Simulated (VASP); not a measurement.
Here is a VASP 6.6.1 calculation.

The input INCAR:

```
PREC = Accurate
ENCUT = 500
EDIFF = 1E-7
ISMEAR = -1
SIGMA = 0.15
LREAL = False
LASPH = True
NELM = 120
ALGO = Normal
ISIF = 3
LWAVE = False
LCHARG = False
GGA = PS
IBRION = 2
NSW = 80
EDIFFG = -0.001
GGA_COMPAT = False
NELMIN = 4
```

Contents of KPOINTS:

```
regular mesh
0
Gamma
  20 20 20
```

POSCAR

```
W
1.0
   -1.5771737550      1.5771737550      1.5771737550
    1.5771737550     -1.5771737550      1.5771737550
    1.5771737550      1.5771737550     -1.5771737550
W
1
Direct
    0.0000000000      0.0000000000      0.0000000000
```

Potentials or basis: VASP PAW PBE potentials, release 64 (W_sv).

Launch:

```bash
$ cat potpaw_PBE.64/W_sv/POTCAR > POTCAR
$ mpirun -np 1 vasp_std > vasp.out
```

**Question.** Predict the relaxed volume.

**Answer.** 15.72 Å³/atom.

**Question.** Estimate the relaxed cell.

**Answer.** a = 2.733 Å, b = 2.733 Å, c = 2.733 Å, α = 109.47°, β = 109.47°, γ = 109.47°.

**Question.** Estimate the space group after relaxing (to 0.05 Å).

**Answer.** Im-3m (No. 229).

Final structure:
```
W
1.0
    -1.57815    1.57815    1.57815
     1.57815   -1.57815    1.57815
     1.57815    1.57815   -1.57815
W
1
Cartesian
  0.0000 0.0000 0.0000
```

Caveat: the PAW data sets were made with another functional, which shifts forces and pressure a little.
